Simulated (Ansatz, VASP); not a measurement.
**One calculation of LiF, two programs**

INCAR

```
SYSTEM = LiF
PREC = Accurate ; ENCUT = 520
EDIFF = 1E-6 ; ISMEAR = 0
SIGMA = 0.05 ; LREAL = .False.
LASPH = .True. ; NELM = 80
ALGO = Normal ; ISIF = 2
LWAVE = .False. ; LCHARG = .False.
GGA = PE ; NBANDS = 18
```

Contents of KPOINTS:

```
regular mesh
0
Gamma
  9 9 6
  0 0 0
```

File POSCAR:

```
LiF
1.0
    2.9656088196      0.0000000000      0.0000000000
   -1.4828044098      2.5682925755      0.0000000000
    0.0000000000      0.0000000000      4.7927204134
Li F
2 2
Direct
    0.3333333333      0.6666666667      0.3810713234
    0.6666666667      0.3333333333      0.8810713234
    0.3333333333      0.6666666667      0.9939266766
    0.6666666667      0.3333333333      0.4939266766
```

Input for Ansatz:

```yaml
crystal:
  lattice:
    - [2.9656088196, 0.0, 0.0]
    - [-1.4828044098, 2.5682925755, 0.0]
    - [0.0, 0.0, 4.7927204134]
  atoms:
    - { symbol: Li, position: [0.3333333333, 0.6666666667, 0.3810713234] }
    - { symbol: Li, position: [0.6666666667, 0.3333333333, 0.8810713234] }
    - { symbol: F, position: [0.3333333333, 0.6666666667, 0.9939266766] }
    - { symbol: F, position: [0.6666666667, 0.3333333333, 0.4939266766] }
basis:
  ecutwfc: 520.0
kpoints:
  mp_grid: { grid: [9, 9, 6] }
hamiltonian:
  xc: pbe
scf:
  occupations: { method: gaussian, width: 0.05 }
output:
  forces: true
  stress: true
  eigenvalues: true
```

Alike in both runs: task single point; functional PBE; k mesh 9 × 9 × 6; occupations gaussian, width 0.05 eV; no spin polarisation.

```csv
,VASP,Ansatz
version,VASP 6.6.1,Ansatz 0.2.0
potentials or method,"VASP PAW PBE potentials, release 64 (Li_sv, F), cutoff 520 eV","scalar-relativistic, plane waves, PAW"
valence electrons in the cell,20,20
```

Ansatz gave:

```
gap on the k mesh at the Fermi level (eV) : 8.33
least direct gap on the mesh (eV)         : 8.33
rms of the force components (eV/Å)        : 0.079
```

What did VASP give for the same quantities?

gap on the k mesh at the Fermi level (eV): 8.32; least direct gap on the mesh (eV): 8.32; rms of the force components (eV/Å): 0.084.

Atom by atom the forces differ by 0.005 eV/Å (rms over components).

Noted on VASP's run: the cutoff is short for stress, so the pressure is rough.
